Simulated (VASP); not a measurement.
# Pt (I4_1/amd) in VASP: settings compared

Pt is run at these levels: RPBE, PBE; tasks: single point.

All numbers are computed with VASP 6.6.1; they aren't measurements. Logs are shortened: lines on timing, memory, paths and dates and some standing lists are left out, and cuts for length are marked.

## Step 1: The cell of the first run

It takes space group I4_1/amd (No. 141, tetragonal). Conventional cell: a = 4.245 Å, b = 4.245 Å, c = 2.285 Å, α = 90.00°, β = 90.00°, γ = 90.00°. Pt (site symmetry -4m2) has 10 Pt at 2.20 to 2.73 Å within 2.9 Å.

## Step 2: Single point, RPBE

Contents of INCAR:

```
SYSTEM = Pt
PREC = Accurate
ENCUT = 520
EDIFF = 1E-6
ISMEAR = 0
SIGMA = 0.025
LREAL = .FALSE.
LASPH = .TRUE.
NELM = 100
ALGO = Normal
ISIF = 2
LWAVE = .FALSE.
LCHARG = .FALSE.
GGA = RP
NBANDS = 17
```

Contents of KPOINTS:

```
Automatic mesh
0
G
  16 16 16
  0 0 0
```

Contents of POSCAR:

```
Pt
1.0
   -2.1226212805      2.1226212805      1.1426294115
    2.1226212805     -2.1226212805      1.1426294115
    2.1226212805      2.1226212805     -1.1426294115
Pt
2
Direct
   -0.3750000000     -0.1250000000     -0.2500000000
    0.3750000000      0.1250000000      0.2500000000
```

Potentials or basis: VASP PAW PBE potentials, release 64 (Pt).

Run with:

```console
$ cat potpaw_PBE.64/Pt/POTCAR > POTCAR
$ mpirun -np 1 vasp_std > vasp.out
```

OUTCAR:

```text
SYSTEM = Pt
   PREC = Accurate
   ENCUT = 520
   EDIFF = 1E-6
   ISMEAR = 0
   LREAL = .FALSE.
   LASPH = .TRUE.
   NELM = 100
   ISIF = 2
   GGA = RP

 ion  position               nearest neighbor table
   1  0.625  0.875  0.750-   2 2.20   2 2.20   2 2.20   2 2.20   2 2.73   2 2.73   2 2.73   2 2.73

   2  0.375  0.125  0.250-   1 2.20   1 2.20   1 2.20   1 2.20   1 2.73   1 2.73   1 2.73   1 2.73

  LATTYP: Found a body centered tetragonal cell.
 ALAT       =     4.2452425610
 C/A-ratio  =     0.5383105418

  Lattice vectors:

 A1 = (  -2.1226212805,   2.1226212805,   1.1426294115)
 A2 = (   2.1226212805,  -2.1226212805,   1.1426294115)
 A3 = (   2.1226212805,   2.1226212805,  -1.1426294115)

Analysis of symmetry for initial positions (statically):
=====================================================================
 Subroutine PRICEL returns:
 Original cell was already a primitive cell.

 Routine SETGRP: Setting up the symmetry group for a
 body centered tetragonal supercell.

 Subroutine GETGRP returns: Found 16 space group operations
 (whereof  4 operations were pure point group operations)
 out of a pool of 16 trial point group operations.

The static configuration has the point symmetry C_2h.
 The point group associated with its full space group is D_4h.

Analysis of symmetry for dynamics (positions and initial velocities):
=====================================================================
 Subroutine PRICEL returns:
 Original cell was already a primitive cell.

 Routine SETGRP: Setting up the symmetry group for a
 body centered tetragonal supercell.

 Subroutine GETGRP returns: Found 16 space group operations
 (whereof  4 operations were pure point group operations)
 out of a pool of 16 trial point group operations.

The dynamic configuration has the point symmetry C_2h.
 The point group associated with its full space group is D_4h.

 Subroutine INISYM returns: Found 16 space group operations
 (whereof  4 operations are pure point group operations),
 and found     1 'primitive' translations

----------------------------------------------------------------------------------------

                                     Primitive cell

  volume of cell :      20.5926

  direct lattice vectors                    reciprocal lattice vectors
    -2.122621281  2.122621281  1.142629411     0.000000000  0.235557800  0.437587196
     2.122621281 -2.122621281  1.142629411     0.235557800  0.000000000  0.437587196
[... 79 lines left out ...]
   ISPIN  =      1    spin polarized calculation?
   LNONCOLLINEAR =      F non collinear calculations
   LSORBIT =      F    spin-orbit coupling
   LASPH  =      T    aspherical Exc in radial PAW
   ENCUT  =  520.0 eV  38.22 Ry    6.18 a.u.   5.97  5.97  5.97*2*pi/ulx,y,z
   NELM   =    100;   NELMIN=  2; NELMDL= -5     # of ELM steps
   EDIFF  = 0.1E-05   stopping-criterion for ELM
   LREAL  =      F    real-space projection
   EDIFFG = 0.1E-04   stopping-criterion for IOM
   NSW    =      0    number of steps for IOM
   IBRION =     -1    ionic relax: 0-MD 1-quasi-New 2-CG
   NFREE  =      0    steps in history (QN), initial steepest desc. (CG)
   ISIF   =      2    stress and relaxation
   ISYM   =      2    0-nonsym 1-usesym 2-fastsym
   POTIM  = 0.5000    time-step for ionic-motion
   TEBEG  =    0.0;   TEEND  =   0.0 temperature during run
   PSTRESS=    0.0 pullay stress
   NELECT =      20.0000    total number of electrons
   NUPDOWN=      -1.0000    fix difference up-down
   EMIN   =  10.00;   EMAX   =-10.00  energy-range for DOS
   EFERMI =   0.00;   METHOD = LEGACY
   ISMEAR =     0;   SIGMA  =   0.03  broadening in eV -4-tet -1-fermi 0-gaus
   EFERMI_NEDOS =   21; number of points for ismear=-14 and -15
   IALGO  =     38    algorithm
   IMIX   =      4    mixing-type and parameters
     AMIX     =   0.40;   BMIX     =  1.00
     AMIX_MAG =   1.60;   BMIX_MAG =  1.00
  volume/ion in A,a.u.               =      10.30        69.48
  Fermi-wavevector in a.u.,A,eV,Ry     =   1.621243  3.063704 35.761931  2.628428
  Thomas-Fermi vector in A             =   2.715050
   LORBIT       =      0    0 simple, 1 ext, 2 COOP (PROOUT), +10 PAW based schemes
   GGA     = RP    functional components
   LHFCALC =     F    Hartree Fock is set to
   AEXX    =    0.0000 exact exchange contribution
   IVDW    =     0    specifies the selected vdW correction
   LEPSILON=     F    determine dielectric tensor
   LRPA    =     F    only Hartree local field effects (RPA)
 non-spin polarized calculation
 Gauss-broadening in eV      SIGMA  =   0.03
  energy-cutoff  :      520.00
  volume of cell :       20.59
 maximum number of plane-waves:       568
   NGX = 11   NGY = 11   NGZ = 11

 number of electron      20.0000004 magnetization

 Free energy of the ion-electron system (eV)
  ---------------------------------------------------
  ext. energy  EPLUGINS =         0.00000000
  ---------------------------------------------------
  free energy    TOTEN  =         0.09461813 eV

  energy without entropy =        0.09493018  energy(sigma->0) =        0.09477415

 E-fermi :  20.3414     XC(G=0): -15.7501

 val. band max:       20.3318951865   @ k =  -0.1875   0.1875   0.0000
 cond. band min:      20.3475511623   @ k =   0.3750   0.1250   0.0625
 fundamental gap:      0.0156559758
 Fermi energy:        20.3414296191

 k-point     1 :       0.0000    0.0000    0.0000
  band No.  band energies     occupation
      1       5.4617      2.00000
      2       7.2473      2.00000
      3       9.1283      2.00000
      4      10.1079      2.00000
      5      11.0423      2.00000
      6      17.3387      2.00000
[... 457 lines left out ...]
      4      10.0773      2.00000
      5      11.0082      2.00000
      6      17.3508      2.00000
[... 9 lines left out ...]
     16      40.6259      0.00000
     17      40.7458      0.00000

 [... further k-points ...]
[... 5 lines left out ...]
  --------------------------------------------------------------------------------------
  -------------------------------------------------------------------------------------
  Total       50.6164465     50.6164465     51.2952164      0.0000000      0.0000000      0.0000000
  in kB     3938.1460401   3938.1460401   3990.9568355      0.0000000      0.0000000      0.0000000
  external PRESSURE =    3955.7496386 kB  Pullay stress =       0.0000000 kB

 VOLUME and BASIS-vectors are now :
 -----------------------------------------------------------------------------
  energy-cutoff  :      520.00
  volume of cell :       20.59
      direct lattice vectors                 reciprocal lattice vectors
    -2.122621281  2.122621281  1.142629411     0.000000000  0.235557800  0.437587196
     2.122621281 -2.122621281  1.142629411     0.235557800  0.000000000  0.437587196
     2.122621281  2.122621281 -1.142629411     0.235557800  0.235557800  0.000000000

 POSITION                                       TOTAL-FORCE (eV/Angst)
 -----------------------------------------------------------------------------------
      2.12262      1.06131      0.85697         0.000000     -0.000000      0.000000
      0.00000      1.06131      0.28566        -0.000000      0.000000     -0.000000
 -----------------------------------------------------------------------------------
    total drift:                               -0.000000      0.000000      0.000000

  FREE ENERGIE OF THE ION-ELECTRON SYSTEM (eV)
  ---------------------------------------------------
  free  energy   TOTEN  =         0.0946181277 eV

  energy  without entropy=        0.0949301764  energy(sigma->0) =        0.09477415
```

stdout:

```text
POSCAR found type information on POSCAR Pt
 POSCAR found :  1 types and       2 ions
 scaLAPACK will be used
 -----------------------------------------------------------------------------
|                                                                             |
|                                                                             |
|     You enforced a specific xc type in the INCAR file but a different       |
|     I HOPE YOU KNOW WHAT YOU ARE DOING!                                     |
|                                                                             |
 -----------------------------------------------------------------------------

 LDA part: xc-table for (Slater+PW92), standard interpolation
 POSCAR, INCAR and KPOINTS ok, starting setup
 FFT: planning ... GRIDC
 FFT: planning ... GRID_SOFT
 FFT: planning ... GRID
 WAVECAR not read
 entering main loop
```

Wall time 2 min (1 thread of Intel Xeon 8259CL, shared host); peak memory 0.22 GiB.

What came out:

| Property | Result |
| --- | --- |
| Free energy | 0.0946 eV |
| Pressure | 395.6 GPa |
| Band gap on the k mesh | zero (bands 10 and 11 overlap by 4.07 eV) |

Stress tensor (GPa, compression positive):
```
393.81   0.00   0.00
  0.00 393.81   0.00
  0.00   0.00 399.10
```

Caveat: the stress differs along the axes, from 394 to 399 GPa; the PAW data sets were made with another functional, which shifts forces and pressure a little; spin-orbit coupling is left out, which moves the levels of the heavy elements.

## Step 3: Single point, PBE (11.67 Å³/atom)

This run uses another cell than the first one, of 11.67 Å³/atom.

Contents of INCAR:

```
SYSTEM = Pt
PREC     = Accurate       ! precision mode
ENCUT    = 520            ! plane-wave cutoff, eV
EDIFF    = 1E-7           ! SCF threshold, eV
ISMEAR   = -1             ! smearing method
SIGMA    = 0.05           ! smearing width, eV
LREAL    = .FALSE.        ! projectors in reciprocal space
LASPH    = .TRUE.         ! aspherical terms in the spheres
NELM     = 100            ! most SCF steps
ALGO     = Normal         ! electronic algorithm
ISIF     = 2              ! what is computed and relaxed
LWAVE    = .FALSE.        ! write WAVECAR
LCHARG   = .FALSE.        ! write CHGCAR
GGA      = PE             ! functional
NBANDS   = 17             ! bands
```

Contents of KPOINTS:

```
regular mesh
0
G
  16 16 16
  0 0 0
```

Contents of POSCAR:

```
Pt
1.0
   -2.2129677203      2.2129677203      1.1914009191
    2.2129677203     -2.2129677203      1.1914009191
    2.2129677203      2.2129677203     -1.1914009191
Pt
2
Direct
   -0.3750000000     -0.1250000000     -0.2500000000
    0.3750000000      0.1250000000      0.2500000000
```

Potentials or basis: VASP PAW PBE potentials, release 64 (Pt).

Run with:

```console
$ cat potpaw_PBE.64/Pt/POTCAR > POTCAR
$ mpirun -np 1 vasp_std > vasp.out
```

OUTCAR:

```text
SYSTEM = Pt
   PREC = Accurate
   ENCUT = 520
   EDIFF = 1E-7
   ISMEAR = -1
   LREAL = .FALSE.
   LASPH = .TRUE.
   NELM = 100
   ISIF = 2
   GGA = PE

 ion  position               nearest neighbor table
   1  0.625  0.875  0.750-   2 2.29   2 2.29   2 2.29   2 2.29   2 2.84   2 2.84   2 2.84   2 2.84

   2  0.375  0.125  0.250-   1 2.29   1 2.29   1 2.29   1 2.29   1 2.84   1 2.84   1 2.84   1 2.84

  LATTYP: Found a body centered tetragonal cell.
 ALAT       =     4.4259354406
 C/A-ratio  =     0.5383724797

  Lattice vectors:

 A1 = (  -2.2129677203,   2.2129677203,   1.1914009191)
 A2 = (   2.2129677203,  -2.2129677203,   1.1914009191)
 A3 = (   2.2129677203,   2.2129677203,  -1.1914009191)

Analysis of symmetry for initial positions (statically):
=====================================================================
 Subroutine PRICEL returns:
 Original cell was already a primitive cell.

 Routine SETGRP: Setting up the symmetry group for a
 body centered tetragonal supercell.

 Subroutine GETGRP returns: Found 16 space group operations
 (whereof  4 operations were pure point group operations)
 out of a pool of 16 trial point group operations.

The static configuration has the point symmetry C_2h.
 The point group associated with its full space group is D_4h.

Analysis of symmetry for dynamics (positions and initial velocities):
=====================================================================
 Subroutine PRICEL returns:
 Original cell was already a primitive cell.

 Routine SETGRP: Setting up the symmetry group for a
 body centered tetragonal supercell.

 Subroutine GETGRP returns: Found 16 space group operations
 (whereof  4 operations were pure point group operations)
 out of a pool of 16 trial point group operations.

[... 108 lines left out ...]
   ISYM   =      2    0-nonsym 1-usesym 2-fastsym
   POTIM  = 0.5000    time-step for ionic-motion
   TEBEG  =    0.0;   TEEND  =   0.0 temperature during run
   PSTRESS=    0.0 pullay stress
   NELECT =      20.0000    total number of electrons
   NUPDOWN=      -1.0000    fix difference up-down
   EMIN   =  10.00;   EMAX   =-10.00  energy-range for DOS
   EFERMI =   0.00;   METHOD = LEGACY
   ISMEAR =    -1;   SIGMA  =   0.05  broadening in eV -4-tet -1-fermi 0-gaus
   EFERMI_NEDOS =   21; number of points for ismear=-14 and -15
   IALGO  =     38    algorithm
   IMIX   =      4    mixing-type and parameters
     AMIX     =   0.40;   BMIX     =  1.00
     AMIX_MAG =   1.60;   BMIX_MAG =  1.00
  volume/ion in A,a.u.               =      11.67        78.75
  Fermi-wavevector in a.u.,A,eV,Ry     =   1.554994  2.938513 32.898986  2.418007
  Thomas-Fermi vector in A             =   2.659000
   LORBIT       =      0    0 simple, 1 ext, 2 COOP (PROOUT), +10 PAW based schemes
   GGA     = PE    functional components
   LHFCALC =     F    Hartree Fock is set to
   AEXX    =    0.0000 exact exchange contribution
   IVDW    =     0    specifies the selected vdW correction
   LEPSILON=     F    determine dielectric tensor
   LRPA    =     F    only Hartree local field effects (RPA)
 non-spin polarized calculation
  energy-cutoff  :      520.00
  volume of cell :       23.34
 maximum number of plane-waves:       644
 NGX is ok and might be reduce to    28
   NGX = 13   NGY = 13   NGZ = 13

 number of electron      20.0000000 magnetization

 Free energy of the ion-electron system (eV)
  ---------------------------------------------------
  ext. energy  EPLUGINS =         0.00000000
  ---------------------------------------------------
  free energy    TOTEN  =        -6.61018522 eV

  energy without entropy =       -6.59981640  energy(sigma->0) =       -6.60500081

 E-fermi :  16.9535     XC(G=0): -14.9783

 val. band max:       16.9477970386   @ k =  -0.4375   0.5000   0.1250
 cond. band min:      16.9677415888   @ k =   0.5000   0.1250   0.0625
 fundamental gap:      0.0199445502
 Fermi energy:        16.9534552318

 k-point     1 :       0.0000    0.0000    0.0000
  band No.  band energies     occupation
      1       3.7148      2.00000
      2       6.0950      2.00000
      3       7.5000      2.00000
      4       8.3111      2.00000
      5       9.1711      2.00000
      6      14.5343      2.00000
[... 457 lines left out ...]
      4       8.2857      2.00000
      5       9.1423      2.00000
      6      14.5350      2.00000
[... 9 lines left out ...]
     16      34.4636      0.00000
     17      35.6823      0.00000

 [... further k-points ...]
[... 5 lines left out ...]
  --------------------------------------------------------------------------------------
  -------------------------------------------------------------------------------------
  Total       31.4342679     31.4342679     31.6794860     -0.0000000      0.0000000      0.0000000
  in kB     2157.9722303   2157.9722303   2174.8065325     -0.0000000      0.0000000      0.0000000
  external PRESSURE =    2163.5836644 kB  Pullay stress =       0.0000000 kB

 VOLUME and BASIS-vectors are now :
 -----------------------------------------------------------------------------
  energy-cutoff  :      520.00
  volume of cell :       23.34
      direct lattice vectors                 reciprocal lattice vectors
    -2.212967720  2.212967720  1.191400919     0.000000000  0.225940937  0.419674009
     2.212967720 -2.212967720  1.191400919     0.225940937  0.000000000  0.419674009
     2.212967720  2.212967720 -1.191400919     0.225940937  0.225940937  0.000000000

 POSITION                                       TOTAL-FORCE (eV/Angst)
 -----------------------------------------------------------------------------------
      2.21297      1.10648      0.89355         0.000000     -0.000000     -0.000000
      0.00000      1.10648      0.29785        -0.000000      0.000000      0.000000
 -----------------------------------------------------------------------------------
    total drift:                                0.000000      0.000000     -0.000000

  FREE ENERGIE OF THE ION-ELECTRON SYSTEM (eV)
  ---------------------------------------------------
  free  energy   TOTEN  =        -6.6101852235 eV

  energy  without entropy=       -6.5998164048  energy(sigma->0) =       -6.60500081
```

OSZICAR:

```text
N       E                     dE             d eps       ncg     rms          rms(c)
DAV:   1     0.114471571546E+03    0.11447E+03   -0.10774E+04 11874   0.117E+03
DAV:   2    -0.531822364431E+01   -0.11979E+03   -0.11422E+03 13357   0.268E+02
DAV:   3    -0.726573440245E+01   -0.19475E+01   -0.19376E+01 14936   0.346E+01
DAV:   4    -0.727488248659E+01   -0.91481E-02   -0.91471E-02 14282   0.244E+00
DAV:   5    -0.727495701463E+01   -0.74528E-04   -0.74527E-04 14710   0.219E-01    0.406E+01
DAV:   6    -0.679592582008E+01    0.47903E+00   -0.28188E-01 12942   0.497E+00    0.232E+01
DAV:   7    -0.661733491075E+01    0.17859E+00   -0.19208E-01 13445   0.409E+00    0.187E+00
DAV:   8    -0.661023285251E+01    0.71021E-02   -0.26633E-02 13145   0.145E+00    0.365E-01
DAV:   9    -0.661016758093E+01    0.65272E-04   -0.17602E-04 14536   0.115E-01    0.295E-02
DAV:  10    -0.661018446050E+01   -0.16880E-04   -0.84817E-06 14864   0.220E-02    0.399E-03
DAV:  11    -0.661018516504E+01   -0.70454E-06   -0.56983E-07 14171   0.688E-03    0.226E-03
DAV:  12    -0.661018522350E+01   -0.58462E-07   -0.22778E-08  7380   0.105E-03
   1 F= -.66101852E+01 E0= -.66050008E+01  d E =-.103688E-01
```

Run time: 4.3 min. Hardware: 1 thread of Intel Xeon 8259CL, shared host; peak memory 0.25 GiB.

What came out:

- Free energy: -6.6102 eV
- Pressure: 216.4 GPa
- Band gap on the k mesh: zero (bands 10 and 11 overlap by 3.41 eV)

Stress tensor (GPa, compression positive):
```
215.80   0.00   0.00
  0.00 215.80   0.00
  0.00   0.00 217.48
```

Levels at points of the mesh, in eV from the Fermi level:
```csv
k point,band 7,band 8,band 9,band 10,band 11,band 12,band 13,band 14
"(0.00, 0.00, 0.00)",-2.42,-2.35,-2.35,0.85,2.79,5.40,5.40,16.97
"(0.50, 0.00, 0.00)",-2.89,-2.18,-0.54,-0.36,3.58,7.40,8.28,9.13
"(0.50, 0.50, 0.00)",-3.69,-3.69,-0.99,-0.99,-0.52,-0.52,13.28,13.28
"(0.50, 0.50, 0.50)",-2.53,-2.53,-1.79,-1.79,-1.73,-1.73,7.72,7.72
```

Caveat: the cell stands under pressure; spin-orbit coupling is left out, which moves the levels of the heavy elements.

(Continued in part 2 of 3.)
